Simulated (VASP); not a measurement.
A run of VASP 6.6.1 is set up as follows.

INCAR

```
SYSTEM = WS2
  PREC = Accurate
  ENCUT = 600
  EDIFF = 1E-7
  ISMEAR = 0
  SIGMA = 0.02
  LREAL = .False.
  LASPH = .True.
  NELM = 80
  ALGO = Normal
  ISIF = 3
  LWAVE = .False.
  LCHARG = .False.
  GGA = PE
  IBRION = 2
  NSW = 100
  EDIFFG = -0.002
```

File KPOINTS:

```
Automatic mesh
0
Gamma
  12 12 2
  0 0 0
```

POSCAR

```
WS2
1.0
    3.1877223376      0.0000000029      0.0000000000
   -1.5938611713      2.7606485232      0.0000000000
    0.0000000000      0.0000000000     14.8337139492
W S
2 4
Direct
    0.3333333333      0.6666666667      0.2500000000
    0.6666666667      0.3333333333      0.7500000000
    0.3333333333      0.6666666667      0.6440762217
    0.6666666667      0.3333333333      0.1440762217
    0.3333333333      0.6666666667      0.8559237783
    0.6666666667      0.3333333333      0.3559237783
```

Potentials or basis: VASP PAW PBE potentials, release 64 (W_sv, S).

Command:

```console
$ cat potpaw_PBE.64/W_sv/POTCAR potpaw_PBE.64/S/POTCAR > POTCAR
$ mpirun -np 1 vasp_std > vasp.out
```

Q: What does it give for the band gap on the k mesh?

A: 1.64 eV, indirect (least direct gap 1.80 eV).

Final structure:
```
CELL_PARAMETERS angstrom
3.18769 0.00000 0.00000
-1.59385 2.76062 0.00000
0.00000 0.00000 14.83270
ATOMIC_POSITIONS crystal
W 0.33333 0.66667 0.25000
W 0.66667 0.33333 0.75000
S 0.33333 0.66667 0.64408
S 0.66667 0.33333 0.14408
S 0.33333 0.66667 0.85592
S 0.66667 0.33333 0.35592
```

Caveat: spin-orbit coupling is left out, which moves the levels of the heavy elements. A hybrid or GW would open this gap; PBE tends to underestimate it.
